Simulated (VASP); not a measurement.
Write the native input for VASP 6.6.1 that does the following.

```
Task                   : relaxation of cell and atoms
Functional             : PBE
Potentials or basis    : VASP PAW PBE potentials, release 64 (Ge_d)
Cutoff                 : 600 eV
k mesh                 : 14 × 14 × 14
Occupations            : gaussian, width 0.1 eV
Spin                   : no spin polarisation
Dipole correction      : no
Further INCAR settings : ALGO = Normal; EDIFF = 1e-07; IBRION = 2; EDIFFG = -0.005; NSW = 100; ISIF = 3
```

The structure of Ge lies in POSCAR:

```
Ge
1.0
    0.0000000000     -2.8287700000     -2.8287700000
    2.8287700000      0.0000000000     -2.8287700000
    2.8287700000     -2.8287700000      0.0000000000
Ge
2
Direct
    0.0000000000      0.0000000000      0.0000000000
    0.7500000000      0.7500000000      0.7500000000
```

These files were run (other wordings do the same):

INCAR

```
PREC = Accurate
ENCUT = 600
EDIFF = 1E-7
ISMEAR = 0
SIGMA = 0.1
LREAL = False
LASPH = True
NELM = 80
ALGO = Normal
ISIF = 3
LWAVE = False
LCHARG = False
GGA = PE
IBRION = 2
NSW = 100
EDIFFG = -0.005
```

KPOINTS

```
regular mesh
0
Gamma
  14 14 14
```

Potentials or basis: VASP PAW PBE potentials, release 64 (Ge_d).

The run is started by

```bash
$ cat potpaw_PBE.64/Ge_d/POTCAR > POTCAR
$ mpirun -np 1 vasp_std > vasp.out
```

It gave:

The relaxed volume is 23.90 Å³/atom and the relaxed cell is a = 4.074 Å, b = 4.074 Å, c = 4.074 Å, α = 60.00°, β = 60.00°, γ = 60.00°. The space group after relaxing (to 0.1 Å) is Fd-3m (No. 227), the energy gained by relaxing is 13.6 meV/atom and the ionic steps are 3. The pressure after relaxing is 0.0 GPa and the band gap on the k mesh is zero (filled and empty bands touch).

Caveat: semilocal functionals underestimate gaps, so a narrow gap can read as zero.

Run time: 2.1 min on 1 thread of Intel(R) Xeon(R) Platinum 8259CL CPU @ 2.50GHz (Skylake/Cascade Lake), with other jobs on the host, peak memory 0.24 GiB.
